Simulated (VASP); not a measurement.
## BaNa2MnP2O8: single point with PBE+U

The system is BaNa2MnP2O8.

```xyz
14
Lattice="5.3761 0.0000 0.0000 -2.6881 4.6558 0.0000 0.0000 0.0000 7.0999" Properties=species:S:1:pos:R:3 pbc="T T T"
Na    0.0000    3.1039    1.2845
Na    2.6881    1.5519    5.8154
Ba    0.0000    0.0000    3.5499
Mn    0.0000    0.0000    0.0000
P     0.0000    3.1039    5.2767
P     2.6881    1.5519    1.8232
O     0.0000    3.1039    3.7300
O     2.6881    1.5519    3.3699
O     2.6881    3.0070    1.2686
O     3.9482    0.8244    1.2686
O     1.4279    0.8244    1.2686
O     0.0000    1.6488    5.8313
O    -1.2601    3.8314    5.8313
O     1.2601    3.8314    5.8313
```

| Quantity | Value |
| --- | --- |
| Program | VASP 6.6.1 |
| Task | single point |
| Functional | PBE |
| Potentials or basis | VASP PAW PBE potentials, release 64 (Na_pv, Ba_sv, Mn_pv, P, O) |
| Cutoff | 520 eV |
| k mesh | 3 × 3 × 2 |
| Occupations | gaussian, width 0.05 eV |
| Spin | collinear spin, ferromagnetic start |
| Starting moments | [0.0, 0.0, 0.0, 5.0, 0.0, 0.0, 0.0, 0.0, 0.0, 0.0, 0.0, 0.0, 0.0, 0.0] μB |
| Hubbard terms | Mn d U = 3.9 eV |
| Dipole correction | no |
| Further INCAR settings | ALGO = Normal; EDIFF = 1e-07; NBANDS = 64 |

The pressure is 4.1 GPa. The largest force is 0.823 eV/Å and the band gap on the k mesh is 3.64 eV (least direct gap 3.74 eV). The net moment is 5.00 μB per cell. The site moments are Na -0.00; Ba +0.00; Mn +4.61; P +0.02; O +0.01, +0.02 (each value once) μB and the valence electrons inside the program's atomic spheres are Na 6.01; Ba 7.87; Mn 11.40; P 2.42; O 5.12, 5.16 (each value once).

Forces on the atoms (eV/Å):
```
Na   0.000  0.000  0.023
Na   0.000  0.000 -0.023
Ba   0.000  0.000  0.000
Mn   0.000  0.000  0.000
P    0.000  0.000 -0.360
P    0.000  0.000  0.360
O    0.000  0.000  0.176
O    0.000  0.000 -0.176
O    0.000 -0.591  0.572
O   -0.512  0.295  0.572
O    0.512  0.295  0.572
O    0.000  0.591 -0.572
O    0.512 -0.295 -0.572
O   -0.512 -0.295 -0.572
```

Stress tensor (GPa, compression positive):
```
4.46 0.00 0.00
0.00 4.46 0.00
0.00 0.00 3.38
```

Levels at points of the mesh, in eV from the valence-band top:
Spin up:
```tsv
k point	band 46	band 47	band 48	band 49	band 50	band 51	band 52	band 53	band 54	band 55
(0.00, 0.00, 0.00)	-1.46	-1.46	-1.24	-0.10	-0.10	3.64	5.63	6.30	6.30	6.57
(0.00, 0.00, 0.50)	-1.36	-1.36	-1.24	0.00	0.00	4.82	4.91	5.89	6.31	6.31
```
Spin down:
| k point | band 41 | band 42 | band 43 | band 44 | band 45 | band 46 | band 47 | band 48 | band 49 | band 50 |
| --- | --- | --- | --- | --- | --- | --- | --- | --- | --- | --- |
| (0.00, 0.00, 0.00) | -1.49 | -1.43 | -1.42 | -1.42 | -1.19 | 3.67 | 4.60 | 5.29 | 5.29 | 6.22 |
| (0.00, 0.00, 0.50) | -1.87 | -1.42 | -1.19 | -1.18 | -1.18 | 4.84 | 4.91 | 5.19 | 5.28 | 5.28 |

Eigenvalues of the final occupation matrices:
| site | spin | trace | eigenvalues |
| --- | --- | --- | --- |
| site 4 d | 1 | 4.80 | 0.94 0.94 0.94 0.99 0.99 |
| site 4 d | 2 | 0.22 | 0.02 0.02 0.02 0.08 0.08 |

Run time: 3.9 min on 1 thread of Intel(R) Xeon(R) Platinum 8375C CPU @ 2.90GHz (Ice Lake) (shared host), peak memory 0.4 GiB.

Caveat: the k points lie up to 0.45 Å⁻¹ apart; spin-orbit coupling is left out, which moves the levels of the heavy elements; a cell with one magnetic atom can't hold antiferromagnetic order, which such compounds often take. The state reached can hang on the start; a lower one may exist.
